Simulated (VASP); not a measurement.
Write the native input for VASP 6.6.1 that does the following.

| Property | Result |
| --- | --- |
| Task | single point |
| Functional | PBE |
| Potentials or basis | VASP PAW PBE potentials, release 64 (Zr_sv) |
| Cutoff | 520 eV |
| k mesh | 16 × 16 × 9 |
| Occupations | fermi-dirac, width 0.05 eV |
| Spin | no spin polarisation |
| Dipole correction | no |
| Further INCAR settings | ALGO = Normal; EDIFF = 1e-06; NBANDS = 19 |

The structure of Zr lies in POSCAR:

```
Zr
1.0
    2.7472267198      0.0000000000      0.0000000000
   -1.3736133599      2.3791681293      0.0000000000
    0.0000000000      0.0000000000      4.8533080387
Zr
2
Direct
    0.3333333333      0.6666666667      0.2500000000
    0.6666666667      0.3333333333      0.7500000000
```

The input as run:

INCAR

```
SYSTEM = Zr
PREC = Accurate
ENCUT = 520
EDIFF = 1E-6
ISMEAR = -1
SIGMA = 0.05
LREAL = .FALSE.
LASPH = .TRUE.
NELM = 100
ALGO = Normal
ISIF = 2
LWAVE = .FALSE.
LCHARG = .TRUE.
GGA = PE
LELF = .TRUE.
LVHAR = .TRUE.
NBANDS = 19
```

KPOINTS

```
Automatic mesh
0
G
  16 16 9
  0 0 0
```

Potentials or basis: VASP PAW PBE potentials, release 64 (Zr_sv).

Run with:

```bash
$ cat potpaw_PBE.64/Zr_sv/POTCAR > POTCAR
$ mpirun -np 1 vasp_std > vasp.out
```

Results of the run:

```yaml
Pressure: 64.2 GPa
Band_gap_on_the_k_mesh: zero (band 12 reaches 14.98 eV, above the bottom of band 13 at 13.42 eV)
```

It took 50 s on 1 thread of Intel Xeon 6975P-C, with other jobs on the host, peak memory 0.19 GiB.
